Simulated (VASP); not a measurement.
# Re (Pm-3m) in VASP: a series of runs

Re is run at these levels: revPBE; tasks: relaxation of cell and atoms, single point.

Everything below comes from runs of VASP 6.6.1. Logs are shortened: lines on timing, memory, paths and dates and some standing lists are left out, and cuts for length are marked.

## 1. The cell of the first run

Symmetry: Pm-3m, No. 221, cubic system. Conventional cell: a = 2.514 Å, b = 2.514 Å, c = 2.514 Å, α = 90.00°, β = 90.00°, γ = 90.00°. Re (site symmetry m-3m) has 6 Re at 2.51 Å within 3.3 Å.

## 2. Relaxation of cell and atoms, revPBE

Contents of INCAR:

```
ALGO = Normal ; EDIFF = 1E-7
EDIFFG = -0.01 ; ENCUT = 600
GGA = RE ; IBRION = 2
ISIF = 3 ; ISMEAR = -1
LASPH = T ; LCHARG = F
LREAL = F ; LWAVE = F
NELM = 100 ; NSW = 80
PREC = Accurate ; SIGMA = 0.1
```

Contents of KPOINTS:

```
k-points
0
Gamma
  12 12 12
```

Contents of POSCAR:

```
Re
1.0
    2.5141111682      0.0000000000      0.0000000000
    0.0000000000      2.5141111682      0.0000000000
    0.0000000000      0.0000000000      2.5141111682
Re
1
Direct
    0.0000000000      0.0000000000      0.0000000000
```

Potentials or basis: VASP PAW PBE potentials, release 64 (Re).

Started as:

```sh
$ cat potpaw_PBE.64/Re/POTCAR > POTCAR
$ mpirun -np 1 vasp_std > vasp.out
```

OUTCAR:

```text
EDIFF = 1E-7
   EDIFFG = -0.01
   ENCUT = 600
   GGA = RE
   IBRION = 2
   ISIF = 3
   ISMEAR = -1
   LASPH = T
   LREAL = F
   NELM = 100
   NSW = 80
   PREC = Accurate

 ion  position               nearest neighbor table
   1  0.000  0.000  0.000-

  LATTYP: Found a simple cubic cell.
 ALAT       =     2.5141111682

  Lattice vectors:

 A1 = (   2.5141111682,   0.0000000000,   0.0000000000)
 A2 = (   0.0000000000,   2.5141111682,   0.0000000000)
 A3 = (   0.0000000000,   0.0000000000,   2.5141111682)

Analysis of symmetry for initial positions (statically):
=====================================================================
 Subroutine PRICEL returns:
 Original cell was already a primitive cell.

 Routine SETGRP: Setting up the symmetry group for a
 simple cubic supercell.

 Subroutine GETGRP returns: Found 48 space group operations
 (whereof 48 operations were pure point group operations)
 out of a pool of 48 trial point group operations.

The static configuration has the point symmetry O_h .

Analysis of symmetry for dynamics (positions and initial velocities):
=====================================================================
 Subroutine PRICEL returns:
 Original cell was already a primitive cell.

 Routine SETGRP: Setting up the symmetry group for a
 simple cubic supercell.

 Subroutine GETGRP returns: Found 48 space group operations
 (whereof 48 operations were pure point group operations)
 out of a pool of 48 trial point group operations.

The dynamic configuration has the point symmetry O_h .

 Subroutine INISYM returns: Found 48 space group operations
 (whereof 48 operations are pure point group operations),
 and found     1 'primitive' translations

----------------------------------------------------------------------------------------

                                     Primitive cell

  volume of cell :      15.8911

  direct lattice vectors                    reciprocal lattice vectors
     2.514111168  0.000000000  0.000000000     0.397754886  0.000000000  0.000000000
     0.000000000  2.514111168  0.000000000     0.000000000  0.397754886  0.000000000
     0.000000000  0.000000000  2.514111168     0.000000000  0.000000000  0.397754886

  length of vectors
     2.514111168  2.514111168  2.514111168     0.397754886  0.397754886  0.397754886

  position of ions in fractional coordinates (direct lattice)
     0.000000000  0.000000000  0.000000000

  ion indices of the primitive-cell ions
   primitive index   ion index
                 1           1

----------------------------------------------------------------------------------------

 KPOINTS: k-points

Automatic generation of k-mesh.
 Grid dimensions read from file:
 generate k-points for:   12   12   12

 Generating k-lattice:

  Cartesian coordinates                     Fractional coordinates (reciprocal lattice)
     0.033146240  0.000000000  0.000000000     0.083333333  0.000000000  0.000000000
     0.000000000  0.033146240  0.000000000     0.000000000  0.083333333  0.000000000
     0.000000000  0.000000000  0.033146240     0.000000000  0.000000000  0.083333333

  Length of vectors
     0.033146240  0.033146240  0.033146240

  Shift w.r.t. Gamma in fractional coordinates (k-lattice)
     0.000000000  0.000000000  0.000000000

 Subroutine IBZKPT returns following result:
 ===========================================

 Found     84 irreducible k-points:

 Following reciprocal coordinates:
            Coordinates               Weight
  0.000000  0.000000  0.000000      1.000000
  0.083333  0.000000  0.000000      6.000000
  0.166667  0.000000  0.000000      6.000000
  0.250000  0.000000  0.000000      6.000000
  0.333333  0.000000  0.000000      6.000000
  0.416667  0.000000  0.000000      6.000000
[... 16 lines left out ...]
  0.333333  0.333333  0.000000     12.000000
  0.416667  0.333333  0.000000     24.000000
 [... further k-points ...]
   k-points           NKPTS =     84   k-points in BZ     NKDIM =     84   number of bands    NBANDS=      7
   number of dos      NEDOS =    301   number of ions     NIONS =      1
   total plane-waves  NPLWV =   8000
   dimension x,y,z NGX =    20 NGY =   20 NGZ =   20
   dimension x,y,z NGXF=    40 NGYF=   40 NGZF=   40
   ions per type =               1
   NGX,Y,Z   is equivalent  to a cutoff of  13.23, 13.23, 13.23 a.u.
   NGXF,Y,Z  is equivalent  to a cutoff of  26.45, 26.45, 26.45 a.u.
 SYSTEM =  unknown system
   PREC   = accura    normal or accurate (medium, high low for compatibility)
   ISTART =      0    job   : 0-new  1-cont  2-samecut
   ICHARG =      2    charge: 1-file 2-atom 10-const
   ISPIN  =      1    spin polarized calculation?
   LNONCOLLINEAR =      F non collinear calculations
   LSORBIT =      F    spin-orbit coupling
   LASPH  =      T    aspherical Exc in radial PAW
   ENCUT  =  600.0 eV  44.10 Ry    6.64 a.u.   5.02  5.02  5.02*2*pi/ulx,y,z
   NELM   =    100;   NELMIN=  2; NELMDL= -5     # of ELM steps
   EDIFF  = 0.1E-06   stopping-criterion for ELM
   LREAL  =      F    real-space projection
   EDIFFG = -.1E-01   stopping-criterion for IOM
   NSW    =     80    number of steps for IOM
   IBRION =      2    ionic relax: 0-MD 1-quasi-New 2-CG
   NFREE  =      1    steps in history (QN), initial steepest desc. (CG)
   ISIF   =      3    stress and relaxation
   ISYM   =      2    0-nonsym 1-usesym 2-fastsym
   POTIM  = 0.5000    time-step for ionic-motion
   TEBEG  =    0.0;   TEEND  =   0.0 temperature during run
   PSTRESS=    0.0 pullay stress
   NELECT =       7.0000    total number of electrons
   NUPDOWN=      -1.0000    fix difference up-down
   EMIN   =  10.00;   EMAX   =-10.00  energy-range for DOS
   EFERMI =   0.00;   METHOD = LEGACY
   ISMEAR =    -1;   SIGMA  =   0.10  broadening in eV -4-tet -1-fermi 0-gaus
   EFERMI_NEDOS =   21; number of points for ismear=-14 and -15
   IALGO  =     38    algorithm
   IMIX   =      4    mixing-type and parameters
     AMIX     =   0.40;   BMIX     =  1.00
     AMIX_MAG =   1.60;   BMIX_MAG =  1.00
  volume/ion in A,a.u.               =      15.89       107.24
  Fermi-wavevector in a.u.,A,eV,Ry     =   1.245632  2.353903 21.110782  1.551599
  Thomas-Fermi vector in A             =   2.379845
   LORBIT       =      0    0 simple, 1 ext, 2 COOP (PROOUT), +10 PAW based schemes
   GGA     = RE    functional components
   LHFCALC =     F    Hartree Fock is set to
   AEXX    =    0.0000 exact exchange contribution
   IVDW    =     0    specifies the selected vdW correction
   LEPSILON=     F    determine dielectric tensor
   LRPA    =     F    only Hartree local field effects (RPA)
 conjugate gradient relaxation of ions
 non-spin polarized calculation
  energy-cutoff  :      600.00
  volume of cell :       15.89
 maximum number of plane-waves:       552
   NGX = 11   NGY = 11   NGZ = 11

--------------------------------------- Ionic step        1  -------------------------------------------

 number of electron       6.9999999 magnetization

 Free energy of the ion-electron system (eV)
  ---------------------------------------------------
  ext. energy  EPLUGINS =         0.00000000
  ---------------------------------------------------
  free energy    TOTEN  =       -10.49827408 eV

  energy without entropy =      -10.45774692  energy(sigma->0) =      -10.47801050

------------------------ aborting loop because EDIFF is reached ----------------------------------------

  FORCE on cell =-STRESS in cart. coord.  units (eV):
  Direction    XX          YY          ZZ          XY          YZ          ZX
  --------------------------------------------------------------------------------------
  -------------------------------------------------------------------------------------
  Total        2.5142225      2.5142225      2.5142225      0.0000000      0.0000000      0.0000000
  in kB      253.4900128    253.4900128    253.4900128      0.0000000      0.0000000      0.0000000
  external PRESSURE =     253.4900128 kB  Pullay stress =       0.0000000 kB
[... 20 lines left out ...]
  energy  without entropy=      -10.4577469157  energy(sigma->0) =      -10.47801050

--------------------------------------- Ionic step        2  -------------------------------------------

 number of electron       6.9999997 magnetization

 E-fermi :   3.9635     XC(G=0): -11.3297

 val. band max:        3.9529527699   @ k =   0.5000   0.3333   0.0833
 cond. band min:       3.9684094093   @ k =   0.3333   0.3333   0.0000
 fundamental gap:      0.0154566394
 Fermi energy:         3.9634849330

 k-point     1 :       0.0000    0.0000    0.0000
  band No.  band energies     occupation
      1      -3.4619      2.00000
      2       0.2089      2.00000
      3       0.2089      2.00000
      4       6.2023      0.00000
      5       6.2023      0.00000
      6       6.2023      0.00000
      7      17.2026      0.00000
[... 293 lines left out ...]
  FREE ENERGIE OF THE ION-ELECTRON SYSTEM (eV)
  ---------------------------------------------------
  free  energy   TOTEN  =       -10.5980267670 eV

  energy  without entropy=      -10.5550980492  energy(sigma->0) =      -10.57656241

[... ionic steps 4 to 14 ...]

--------------------------------------- Ionic step       15  -------------------------------------------

 number of electron       7.0000001 magnetization

------------------------ aborting loop because EDIFF is reached ----------------------------------------

  FORCE on cell =-STRESS in cart. coord.  units (eV):
  Direction    XX          YY          ZZ          XY          YZ          ZX
  --------------------------------------------------------------------------------------
  -------------------------------------------------------------------------------------
  Total        0.0168954      0.0168954      0.0168954     -0.0000000     -0.0000000     -0.0000000
  in kB        1.5688264      1.5688264      1.5688264     -0.0000000     -0.0000000     -0.0000000
  external PRESSURE =       1.5688264 kB  Pullay stress =       0.0000000 kB
[... 55 lines left out ...]
  energy  without entropy=      -10.5565253494  energy(sigma->0) =      -10.57783027

--------------------------------------- Ionic step       17  -------------------------------------------

 number of electron       7.0000001 magnetization

 Free energy of the ion-electron system (eV)
  ---------------------------------------------------
  ext. energy  EPLUGINS =         0.00000000
  ---------------------------------------------------
  free energy    TOTEN  =       -10.59913682 eV

  energy without entropy =      -10.55652032  energy(sigma->0) =      -10.57782857

 E-fermi :   6.6114     XC(G=0): -12.6778

 val. band max:        6.5827797217   @ k =   0.4167   0.4167   0.0833
 cond. band min:       6.6142602412   @ k =   0.5000   0.4167   0.0833
 fundamental gap:      0.0314805195
 Fermi energy:         6.6113804097

 k-point     1 :       0.0000    0.0000    0.0000
  band No.  band energies     occupation
      1      -2.5132      2.00000
      2       1.3470      2.00000
      3       1.3470      2.00000
      4      10.0599      0.00000
      5      10.0599      0.00000
      6      10.0599      0.00000
      7      21.8598      0.00000
[... 258 lines left out ...]
  FREE ENERGIE OF THE ION-ELECTRON SYSTEM (eV)
  ---------------------------------------------------
  free  energy   TOTEN  =       -10.5991368244 eV

  energy  without entropy=      -10.5565203229  energy(sigma->0) =      -10.57782857

 reached required accuracy - stopping structural energy minimisation
```

Wall time 23 s (1 thread of Intel Xeon 6975P-C (Granite Rapids), shared host); peak memory 0.14 GiB.

What came out:

```yaml
Free_energy: -10.5991 eV
Relaxed_volume: 17.26 Å³/atom
Relaxed_cell: a = 2.584 Å, b = 2.584 Å, c = 2.584 Å, α = 90.00°, β = 90.00°, γ = 90.00°
Space_group_after_relaxing_to_0.05_Å: Pm-3m (No. 221)
Energy_gained_by_relaxing: 100.9 meV/atom
Ionic_steps: 17
Pressure_after_relaxing: 0.1 GPa
```

Step by step:
| step | energy change (eV) | largest force (eV/Å) | pressure (GPa) | volume (Å³) |
| --- | --- | --- | --- | --- |
| 1 | 0.0000 | 0.0000 | 25.35 | 15.89 |
| 2 | 0.6526 | 0.0000 | -36.69 | 22.40 |
| 3 | -0.0998 | 0.0000 | -2.25 | 17.42 |
| 4 | -0.1008 | 0.0000 | -0.24 | 17.28 |
| 5 | -0.1009 | 0.0000 | 0.18 | 17.25 |
| 6 | -0.1009 | 0.0000 | 0.19 | 17.25 |
| 7 | -0.1009 | 0.0000 | 0.18 | 17.25 |
| 8 | -0.1009 | 0.0000 | 0.17 | 17.25 |
| 9 | -0.1009 | 0.0000 | 0.17 | 17.25 |
| 10 | -0.1009 | 0.0000 | 0.17 | 17.25 |
| 11 | -0.1009 | 0.0000 | 0.17 | 17.25 |
| 12 | -0.1009 | 0.0000 | 0.17 | 17.25 |
| 13 | -0.1009 | 0.0000 | 0.17 | 17.25 |
| 14 | -0.1009 | 0.0000 | 0.16 | 17.25 |
| 15 | -0.1009 | 0.0000 | 0.16 | 17.25 |
| 16 | -0.1009 | 0.0000 | 0.13 | 17.26 |
| 17 | -0.1009 | 0.0000 | 0.07 | 17.26 |

Final structure:
```
Re
1.0
     2.58431    0.00000    0.00000
     0.00000    2.58431    0.00000
     0.00000    0.00000    2.58431
Re
1
Direct
  0.00000 0.00000 0.00000
```

Levels at points of the mesh, in eV from the Fermi level:
```tsv
k point	band 1	band 2	band 3	band 4	band 5	band 6	band 7
(0.00, 0.00, 0.00)	-9.12	-5.26	-5.26	3.45	3.45	3.45	15.25
(0.50, 0.00, 0.00)	-5.74	-4.35	-1.02	-0.09	-0.09	3.82	8.19
(0.50, 0.50, 0.00)	-6.23	-3.81	0.61	0.61	4.62	4.62	6.01
(0.50, 0.50, 0.50)	-4.67	-4.67	-4.67	6.27	6.27	7.96	11.42
```

Caveat: the PAW data sets were made with another functional, which shifts forces and pressure a little; spin-orbit coupling is left out, which moves the levels of the heavy elements.

## 3. Single point, revPBE

This run uses another cell than the first one, of 17.34 Å³/atom, 1.091 times its volume.

Contents of INCAR:

```
PREC = Accurate ; ENCUT = 520
EDIFF = 1E-7 ; ISMEAR = -1
SIGMA = 0.1 ; LREAL = False
LASPH = True ; NELM = 60
ALGO = Normal ; ISIF = 2
LWAVE = False ; LCHARG = False
GGA = RE ; NBANDS = 10
```

Contents of KPOINTS:

```
regular mesh
0
Gamma
  20 20 20
```

Contents of POSCAR:

```
Re
1.0
    2.5881583674      0.0000000000      0.0000000000
    0.0000000000      2.5881583674      0.0000000000
    0.0000000000      0.0000000000      2.5881583674
Re
1
Direct
    0.0000000000      0.0000000000      0.0000000000
```

Potentials or basis: VASP PAW PBE potentials, release 64 (Re).

Started as:

```sh
$ cat potpaw_PBE.64/Re/POTCAR > POTCAR
$ mpirun -np 1 vasp_std > vasp.out
```

Wall time 16 s (1 thread of Intel Xeon 6975P-C (Granite Rapids), shared host); peak memory 0.16 GiB.

It converged, with:

| Property | Result |
| --- | --- |
| Free energy | -10.6119 eV |
| Pressure | -1.2 GPa |

Levels at points of the mesh, in eV from the Fermi level:
| k point | band 1 | band 2 | band 3 | band 4 | band 5 | band 6 | band 7 | band 8 |
| --- | --- | --- | --- | --- | --- | --- | --- | --- |
| (0.00, 0.00, 0.00) | -9.11 | -5.25 | -5.25 | 3.40 | 3.40 | 3.40 | 15.20 | 15.20 |
| (0.50, 0.00, 0.00) | -5.74 | -4.35 | -1.02 | -0.11 | -0.11 | 3.77 | 8.11 | 15.05 |
| (0.50, 0.50, 0.00) | -6.20 | -3.81 | 0.59 | 0.59 | 4.59 | 4.59 | 5.94 | 13.43 |
| (0.50, 0.50, 0.50) | -4.66 | -4.66 | -4.66 | 6.19 | 6.19 | 7.96 | 11.35 | 11.35 |

Caveat: the PAW data sets were made with another functional, which shifts forces and pressure a little; spin-orbit coupling is left out, which moves the levels of the heavy elements.

## 4. Single point, revPBE (volume scaled by 1.04)

Contents of INCAR:

```
  PREC = Accurate
  ENCUT = 500
  EDIFF = 1E-6
  ISMEAR = -1
  SIGMA = 0.1
  LREAL = F
  LASPH = T
  NELM = 120
  ALGO = Normal
  ISIF = 2
  LWAVE = F
  LCHARG = F
  GGA = RE
  NBANDS = 14
  GGA_COMPAT = F
```

Contents of KPOINTS:

```
Automatic mesh
0
Gamma
  14 14 14
```

Contents of POSCAR:

```
Re
1.0
    2.6222169885      0.0000000000      0.0000000000
    0.0000000000      2.6222169885      0.0000000000
    0.0000000000      0.0000000000      2.6222169885
Re
1
Direct
    0.0000000000      0.0000000000      0.0000000000
```

Potentials or basis: VASP PAW PBE potentials, release 64 (Re_sv_GW).

Started as:

```sh
$ cat potpaw_PBE.64/Re_sv_GW/POTCAR > POTCAR
$ mpirun -np 1 vasp_std > vasp.out
```

Run time: 16 s. Hardware: 1 thread of Intel Xeon Platinum 8488C (Sapphire Rapids), shared host; peak memory 0.15 GiB.

It converged, with:

```yaml
Free_energy: -12.1614 eV
Pressure: -11.8 GPa
```

Levels at points of the mesh, in eV from the Fermi level:
```tsv
k point	band 5	band 6	band 7	band 8	band 9	band 10
(0.00, 0.00, 0.00)	-8.89	-5.05	-5.05	3.17	3.17	3.17
(0.50, 0.00, 0.00)	-5.61	-4.19	-1.02	-0.13	-0.13	3.52
(0.50, 0.50, 0.00)	-5.91	-3.72	0.52	0.52	4.36	4.36
(0.50, 0.50, 0.50)	-4.44	-4.44	-4.44	5.80	5.80	7.77
```

Caveat: the cell differs from its parent crystal (volume scaled by 1.04); the PAW data sets were made with another functional, which shifts forces and pressure a little; spin-orbit coupling is left out, which moves the levels of the heavy elements.

## 5. Summary

```tsv
task	potentials or basis	cell	k mesh	cutoff (eV)	second run	gap on the mesh (eV)	pressure (GPa)
relaxation of cell and atoms	VASP PAW PBE potentials, release 64 (Re)	relaxed from a = 2.514 Å, 1 atom	12 × 12 × 12	600	-	none	0.1
single point	VASP PAW PBE potentials, release 64 (Re)	a = 2.588 Å, 1 atom	20 × 20 × 20	520	-	none	-1.2
single point	VASP PAW PBE potentials, release 64 (Re_sv_GW)	a = 2.622 Å, 1 atom	14 × 14 × 14	500	valence_matched	none	-11.8
```

Alike in all rows: level revPBE; no spin polarisation; smearing fermi-dirac 0.1 eV.

Caveats: the PAW data sets were made with another functional, which shifts forces and pressure a little; spin-orbit coupling is left out, which moves the levels of the heavy elements.

Total energies depend on the potentials used, so only differences within one code and one set of settings carry meaning.
